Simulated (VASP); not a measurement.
# CoBi (zincblende type) (F-43m) in VASP: further runs

CoBi (zincblende type) is run at these levels: PBE; tasks: electric field gradients.

All numbers are computed with VASP 6.6.1; they aren't measurements. Logs are shortened: lines on timing, memory, paths and dates and some standing lists are left out, and cuts for length are marked.

## 1. The cell of the first run

It takes space group F-43m (No. 216, cubic). The conventional cell has a = 5.923 Å, b = 5.923 Å, c = 5.923 Å, α = 90.00°, β = 90.00°, γ = 90.00°. Within 3.4 Å of Co (site symmetry -43m) lie 4 Bi at 2.56 Å. Within 3.4 Å of Bi (site symmetry -43m) lie 4 Co at 2.56 Å.

## 2. Electric field gradients, PBE, collinear spin, ferromagnetic start (25.97 Å³/atom)

Input file INCAR:

```
SYSTEM = CoBi
PREC = Accurate ; ENCUT = 520
EDIFF = 1E-8 ; ISMEAR = -1
SIGMA = 0.08 ; LREAL = .FALSE.
LASPH = .TRUE. ; NELM = 150
ALGO = Normal ; ISIF = 2
LWAVE = .FALSE. ; LCHARG = .FALSE.
ISPIN = 2 ; MAGMOM = 2 0
LORBIT = 11 ; LMAXMIX = 4
GGA = PE ; LEFG = .TRUE.
NBANDS = 23
```

Input file KPOINTS:

```
regular mesh
0
G
  9 9 9
  0 0 0
```

Input file POSCAR:

```
CoBi
1.0
    0.0000000000      2.9612815629      2.9612815629
    2.9612815629      0.0000000000      2.9612815629
    2.9612815629      2.9612815629      0.0000000000
Co Bi
1 1
Direct
    0.0000000000      0.0000000000      0.0000000000
    0.2500000000      0.2500000000      0.2500000000
```

Potentials or basis: VASP PAW PBE potentials, release 64 (Co, Bi_d).

On the command line:

```console
cat potpaw_PBE.64/Co/POTCAR potpaw_PBE.64/Bi_d/POTCAR > POTCAR
mpirun -np 1 vasp_std > vasp.out
```

OUTCAR:

```text
SYSTEM = CoBi
   PREC = Accurate
   ENCUT = 520
   EDIFF = 1E-8
   ISMEAR = -1
   LREAL = .FALSE.
   LASPH = .TRUE.
   NELM = 150
   ISIF = 2
   ISPIN = 2
   LORBIT = 11
   GGA = PE

 ion  position               nearest neighbor table
   1  0.000  0.000  0.000-   2 2.56   2 2.56   2 2.56   2 2.56
   2  0.250  0.250  0.250-   1 2.56   1 2.56   1 2.56   1 2.56

  LATTYP: Found a face centered cubic cell.
 ALAT       =     5.9225631258

  Lattice vectors:

 A1 = (   0.0000000000,   2.9612815629,   2.9612815629)
 A2 = (   2.9612815629,   0.0000000000,   2.9612815629)
 A3 = (   2.9612815629,   2.9612815629,   0.0000000000)

Analysis of symmetry for initial positions (statically):
=====================================================================
 Subroutine PRICEL returns:
 Original cell was already a primitive cell.

 Routine SETGRP: Setting up the symmetry group for a
 face centered cubic supercell.

 Subroutine GETGRP returns: Found 24 space group operations
 (whereof 24 operations were pure point group operations)
 out of a pool of 48 trial point group operations.

The static configuration has the point symmetry T_d .

Analysis of symmetry for dynamics (positions and initial velocities):
=====================================================================
 Subroutine PRICEL returns:
 Original cell was already a primitive cell.

 Routine SETGRP: Setting up the symmetry group for a
 face centered cubic supercell.

 Subroutine GETGRP returns: Found 24 space group operations
 (whereof 24 operations were pure point group operations)
 out of a pool of 48 trial point group operations.

The dynamic configuration has the point symmetry T_d .

Analysis of structural, dynamic, and magnetic symmetry:
=====================================================================
 Subroutine PRICEL returns:
 Original cell was already a primitive cell.

 Routine SETGRP: Setting up the symmetry group for a
 face centered cubic supercell.

 Subroutine GETGRP returns: Found 24 space group operations
 (whereof 24 operations were pure point group operations)
 out of a pool of 48 trial point group operations.

The overall configuration has the point symmetry T_d .

 Subroutine INISYM returns: Found 24 space group operations
 (whereof 24 operations are pure point group operations),
 and found     1 'primitive' translations

----------------------------------------------------------------------------------------

                                     Primitive cell

  volume of cell :      51.9361

  direct lattice vectors                    reciprocal lattice vectors
     0.000000000  2.961281563  2.961281563    -0.168845815  0.168845815  0.168845815
     2.961281563  0.000000000  2.961281563     0.168845815 -0.168845815  0.168845815
     2.961281563  2.961281563  0.000000000     0.168845815  0.168845815 -0.168845815

  length of vectors
     4.187884548  4.187884548  4.187884548     0.292449531  0.292449531  0.292449531

  position of ions in fractional coordinates (direct lattice)
     0.000000000  0.000000000  0.000000000
     0.250000000  0.250000000  0.250000000

  ion indices of the primitive-cell ions
   primitive index   ion index
                 1           1
                 2           2

----------------------------------------------------------------------------------------

 KPOINTS: regular mesh

Automatic generation of k-mesh.
 Grid dimensions read from file:
 generate k-points for:    9    9    9

 Generating k-lattice:

  Cartesian coordinates                     Fractional coordinates (reciprocal lattice)
    -0.018760646  0.018760646  0.018760646     0.111111111  0.000000000  0.000000000
     0.018760646 -0.018760646  0.018760646     0.000000000  0.111111111  0.000000000
     0.018760646  0.018760646 -0.018760646     0.000000000  0.000000000  0.111111111

  Length of vectors
     0.032494392  0.032494392  0.032494392
[... 52 lines left out ...]
   ENCUT  =  520.0 eV  38.22 Ry    6.18 a.u.   7.79  7.79  7.79*2*pi/ulx,y,z
   NELM   =    150;   NELMIN=  2; NELMDL= -5     # of ELM steps
   EDIFF  = 0.1E-07   stopping-criterion for ELM
   LREAL  =      F    real-space projection
   EDIFFG = 0.1E-06   stopping-criterion for IOM
   NSW    =      0    number of steps for IOM
   IBRION =     -1    ionic relax: 0-MD 1-quasi-New 2-CG
   NFREE  =      0    steps in history (QN), initial steepest desc. (CG)
   ISIF   =      2    stress and relaxation
   ISYM   =      2    0-nonsym 1-usesym 2-fastsym
   POTIM  = 0.5000    time-step for ionic-motion
   TEBEG  =    0.0;   TEEND  =   0.0 temperature during run
   PSTRESS=    0.0 pullay stress
   NELECT =      24.0000    total number of electrons
   NUPDOWN=      -1.0000    fix difference up-down
   EMIN   =  10.00;   EMAX   =-10.00  energy-range for DOS
   EFERMI =   0.00;   METHOD = LEGACY
   ISMEAR =    -1;   SIGMA  =   0.08  broadening in eV -4-tet -1-fermi 0-gaus
   EFERMI_NEDOS =   21; number of points for ismear=-14 and -15
   IALGO  =     38    algorithm
   IMIX   =      4    mixing-type and parameters
     AMIX     =   0.40;   BMIX     =  1.00
     AMIX_MAG =   1.60;   BMIX_MAG =  1.00
  volume/ion in A,a.u.               =      25.97       175.24
  Fermi-wavevector in a.u.,A,eV,Ry     =   1.265675  2.391779 21.795625  1.601933
  Thomas-Fermi vector in A             =   2.398916
   LORBIT       =     11    0 simple, 1 ext, 2 COOP (PROOUT), +10 PAW based schemes
   GGA     = PE    functional components
   LHFCALC =     F    Hartree Fock is set to
   AEXX    =    0.0000 exact exchange contribution
   IVDW    =     0    specifies the selected vdW correction
   LEPSILON=     F    determine dielectric tensor
   LRPA    =     F    only Hartree local field effects (RPA)
 spin polarized calculation
  energy-cutoff  :      520.00
  volume of cell :       51.94
 maximum number of plane-waves:      1420
   NGX = 15   NGY = 15   NGZ = 15

 number of electron      24.0000003 magnetization      -0.0020284

 number of electron      24.0000003 magnetization       0.0000108

 Free energy of the ion-electron system (eV)
  ---------------------------------------------------
  ext. energy  EPLUGINS =         0.00000000
  ---------------------------------------------------
  free energy    TOTEN  =        -9.48712086 eV

  energy without entropy =       -9.44014493  energy(sigma->0) =       -9.46363289

 E-fermi :   5.5690     XC(G=0):  -9.8083

 val. band max:        5.5312396510   @ k =  -0.4444   0.3333   0.0000
 cond. band min:       5.5735798896   @ k =  -0.2222   0.2222   0.0000
 fundamental gap:      0.0423402386
 Fermi energy:         5.5689562699

 spin component 1

 k-point     1 :       0.0000    0.0000    0.0000
  band No.  band energies     occupation
      1     -16.7567      1.00000
      2     -16.7567      1.00000
      3     -16.7567      1.00000
      4     -16.7075      1.00000
      5     -16.7075      1.00000
      6      -6.1253      1.00000
[... 613 lines left out ...]
     22      21.1968      0.00000
     23      21.2285      0.00000

 [... further k-points ...]

 spin component 2

 k-point     1 :       0.0000    0.0000    0.0000
  band No.  band energies     occupation
      1     -16.7567      1.00000
      2     -16.7567      1.00000
      3     -16.7567      1.00000
      4     -16.7075      1.00000
      5     -16.7075      1.00000
      6      -6.1253      1.00000
[... 613 lines left out ...]
     22      21.1969      0.00000
     23      21.2281      0.00000

 [... further k-points ...]
[... 5 lines left out ...]
  --------------------------------------------------------------------------------------
  -------------------------------------------------------------------------------------
  Total       -0.5104191     -0.5104191     -0.5104191      0.0000000     -0.0000000      0.0000000
  in kB      -15.7459328    -15.7459328    -15.7459328      0.0000000     -0.0000000      0.0000000
  external PRESSURE =     -15.7459328 kB  Pullay stress =       0.0000000 kB

 VOLUME and BASIS-vectors are now :
 -----------------------------------------------------------------------------
  energy-cutoff  :      520.00
  volume of cell :       51.94
      direct lattice vectors                 reciprocal lattice vectors
     0.000000000  2.961281563  2.961281563    -0.168845815  0.168845815  0.168845815
     2.961281563  0.000000000  2.961281563     0.168845815 -0.168845815  0.168845815
     2.961281563  2.961281563  0.000000000     0.168845815  0.168845815 -0.168845815

 POSITION                                       TOTAL-FORCE (eV/Angst)
 -----------------------------------------------------------------------------------
      0.00000      0.00000      0.00000         0.000000      0.000000      0.000000
      1.48064      1.48064      1.48064        -0.000000     -0.000000     -0.000000
 -----------------------------------------------------------------------------------
    total drift:                                0.000001      0.000001      0.000001

  FREE ENERGIE OF THE ION-ELECTRON SYSTEM (eV)
  ---------------------------------------------------
  free  energy   TOTEN  =        -9.4871208624 eV

  energy  without entropy=       -9.4401449271  energy(sigma->0) =       -9.46363289

 Electric field gradients (V/A^2)
---------------------------------------------------------------------
 ion       V_xx      V_yy      V_zz      V_xy      V_xz      V_yz
---------------------------------------------------------------------
   1      -0.000    -0.000     0.000    -0.001    -0.001    -0.001
   2      -0.000     0.000    -0.000     0.002     0.002     0.002
---------------------------------------------------------------------

 Electric field gradients after diagonalization (V/A^2)
 (convention: |V_zz| > |V_xx| > |V_yy|)
----------------------------------------------------------------------
 ion       V_xx      V_yy      V_zz     asymmetry (V_yy - V_xx)/ V_zz
----------------------------------------------------------------------
   1       0.001     0.001    -0.002       0.000
   2      -0.002    -0.002     0.004       0.000
----------------------------------------------------------------------

           NMR quadrupolar parameters

 Cq : quadrupolar parameter    Cq=e*Q*V_zz/h
 eta: asymmetry parameters     (V_yy - V_xx)/ V_zz
 Q  : nuclear electric quadrupole moment in mb (millibarn)
----------------------------------------------------------------------
 ion       Cq(MHz)       eta       Q (mb)
----------------------------------------------------------------------
   1      -0.000       0.000       1.000
   2       0.000       0.000       1.000
----------------------------------------------------------------------

 total charge

# of ion       s       p       d       tot
------------------------------------------
    1        0.427   0.269   7.464   8.160
    2        1.460   1.512   9.945  12.917
--------------------------------------------------
tot          1.887   1.781  17.409  21.077

 magnetization (x)

# of ion       s       p       d       tot
------------------------------------------
    1       -0.000   0.000   0.000   0.000
    2       -0.000   0.000  -0.000   0.000
--------------------------------------------------
tot         -0.000   0.000   0.000   0.000
```

Run time: 48 s. Hardware: 1 thread of Intel Xeon 6975P-C (Granite Rapids), shared host; peak memory 0.23 GiB.

What came out:

```
Free energy                                           : -9.4871 eV
Pressure                                              : -1.6 GPa
Band gap on the k mesh                                : zero (filled and empty bands overlap)
Net moment                                            : 0.00 μB per cell
Largest electric field gradient by atom               : zero within the noise of the run
Valence electrons inside the program's atomic spheres : Co 8.16; Bi 12.92
```

Caveat: spin-orbit coupling is left out, which moves the levels of the heavy elements.

## 3. Electric field gradients, PBE, collinear spin, ferromagnetic start (26.60 Å³/atom)

This run uses another cell than the first one, of 26.60 Å³/atom.

Input file INCAR:

```
  ALGO = Normal
  EDIFF = 1E-8
  ENCUT = 520
  GGA = PE
  ISIF = 2
  ISMEAR = -1
  ISPIN = 2
  LASPH = True
  LCHARG = False
  LEFG = True
  LMAXMIX = 4
  LORBIT = 11
  LREAL = False
  LWAVE = False
  MAGMOM = 2 0
  NBANDS = 23
  NELM = 150
  PREC = Accurate
  SIGMA = 0.08
```

Input file KPOINTS:

```
k-points
0
Gamma
  9 9 9
```

Input file POSCAR:

```
CoBi
1.0
    0.0000000000      2.9851638972      2.9851638972
    2.9851638972      0.0000000000      2.9851638972
    2.9851638972      2.9851638972      0.0000000000
Co Bi
1 1
Direct
    0.0000000000      0.0000000000      0.0000000000
    0.2500000000      0.2500000000      0.2500000000
```

Potentials or basis: VASP PAW PBE potentials, release 64 (Co, Bi_d).

On the command line:

```console
cat potpaw_PBE.64/Co/POTCAR potpaw_PBE.64/Bi_d/POTCAR > POTCAR
mpirun -np 1 vasp_std > vasp.out
```

OUTCAR:

```text
EDIFF = 1E-8
   ENCUT = 520
   GGA = PE
   ISIF = 2
   ISMEAR = -1
   ISPIN = 2
   LASPH = True
   LORBIT = 11
   LREAL = False
   NELM = 150
   PREC = Accurate

 ion  position               nearest neighbor table
   1  0.000  0.000  0.000-   2 2.59   2 2.59   2 2.59   2 2.59
   2  0.250  0.250  0.250-   1 2.59   1 2.59   1 2.59   1 2.59

  LATTYP: Found a face centered cubic cell.
 ALAT       =     5.9703277944

  Lattice vectors:

 A1 = (   0.0000000000,   2.9851638972,   2.9851638972)
 A2 = (   2.9851638972,   0.0000000000,   2.9851638972)
 A3 = (   2.9851638972,   2.9851638972,   0.0000000000)

Analysis of symmetry for initial positions (statically):
=====================================================================
 Subroutine PRICEL returns:
 Original cell was already a primitive cell.

 Routine SETGRP: Setting up the symmetry group for a
 face centered cubic supercell.

 Subroutine GETGRP returns: Found 24 space group operations
 (whereof 24 operations were pure point group operations)
 out of a pool of 48 trial point group operations.
[... 1465 lines left out ...]
    total drift:                                0.000001      0.000001      0.000001

  FREE ENERGIE OF THE ION-ELECTRON SYSTEM (eV)
  ---------------------------------------------------
  free  energy   TOTEN  =        -9.4696652325 eV

  energy  without entropy=       -9.4213345104  energy(sigma->0) =       -9.44549987

 Electric field gradients (V/A^2)
---------------------------------------------------------------------
 ion       V_xx      V_yy      V_zz      V_xy      V_xz      V_yz
---------------------------------------------------------------------
   1      -0.000     0.000    -0.000    -0.002    -0.002    -0.002
   2      -0.000    -0.000     0.000     0.002     0.002     0.002
---------------------------------------------------------------------

 Electric field gradients after diagonalization (V/A^2)
 (convention: |V_zz| > |V_xx| > |V_yy|)
----------------------------------------------------------------------
 ion       V_xx      V_yy      V_zz     asymmetry (V_yy - V_xx)/ V_zz
----------------------------------------------------------------------
   1       0.002     0.002    -0.003       0.000
   2      -0.002    -0.002     0.003       0.000
----------------------------------------------------------------------

           NMR quadrupolar parameters

 Cq : quadrupolar parameter    Cq=e*Q*V_zz/h
 eta: asymmetry parameters     (V_yy - V_xx)/ V_zz
 Q  : nuclear electric quadrupole moment in mb (millibarn)
----------------------------------------------------------------------
 ion       Cq(MHz)       eta       Q (mb)
----------------------------------------------------------------------
   1      -0.000       0.000       1.000
   2       0.000       0.000       1.000
----------------------------------------------------------------------

 total charge

# of ion       s       p       d       tot
------------------------------------------
    1        0.420   0.258   7.451   8.128
    2        1.461   1.496   9.941  12.898
--------------------------------------------------
tot          1.881   1.754  17.392  21.026

 magnetization (x)

# of ion       s       p       d       tot
------------------------------------------
    1       -0.000  -0.000  -0.000  -0.000
    2       -0.000   0.000   0.000   0.000
--------------------------------------------------
tot         -0.000   0.000  -0.000  -0.000
```

OSZICAR:

```text
N       E                     dE             d eps       ncg     rms          rms(c)
DAV:   1     0.212691161226E+03    0.21269E+03   -0.11500E+04  3235   0.123E+03
DAV:   2     0.782884540206E+01   -0.20486E+03   -0.19682E+03  3297   0.330E+02
DAV:   3    -0.944216056361E+01   -0.17271E+02   -0.17095E+02  3815   0.101E+02
[... 18 lines left out ...]
DAV:  22    -0.946966483167E+01   -0.94632E-06   -0.31621E-05  4724   0.308E-02    0.222E-03
DAV:  23    -0.946966519655E+01   -0.36488E-06   -0.26513E-06  4416   0.774E-03    0.853E-04
DAV:  24    -0.946966519851E+01   -0.19572E-08   -0.11731E-07  4122   0.214E-03    0.457E-04
DAV:  25    -0.946966521495E+01   -0.16439E-07   -0.33237E-06  3825   0.103E-02    0.333E-04
DAV:  26    -0.946966522506E+01   -0.10109E-07   -0.36178E-07  5166   0.299E-03    0.143E-04
DAV:  27    -0.946966523250E+01   -0.74378E-08   -0.16982E-08  2506   0.820E-04
   1 F= -.94696652E+01 E0= -.94454999E+01  d E =-.483307E-01  mag=     0.0000
```

stdout:

```text
POSCAR found type information on POSCAR CoBi
 POSCAR found :  2 types and       2 ions
 scaLAPACK will be used
 LDA part: xc-table for (Slater+PW92), standard interpolation
 POSCAR, INCAR and KPOINTS ok, starting setup
 FFT: planning ... GRIDC
 FFT: planning ... GRID_SOFT
 FFT: planning ... GRID
 WAVECAR not read
 entering main loop
ion   1

ion   2
```

It took 54 s on 1 thread of Intel Xeon 6975P-C (Granite Rapids), shared host; peak memory 0.24 GiB.

What came out:

```
Free energy                                           : -9.4697 eV
Pressure                                              : -2.9 GPa
Band gap on the k mesh                                : zero (filled and empty bands overlap)
Net moment                                            : 0.00 μB per cell
Largest electric field gradient by atom               : zero within the noise of the run
Valence electrons inside the program's atomic spheres : Co 8.13; Bi 12.90
```

Caveat: spin-orbit coupling is left out, which moves the levels of the heavy elements.

[end of part 1 of 2]
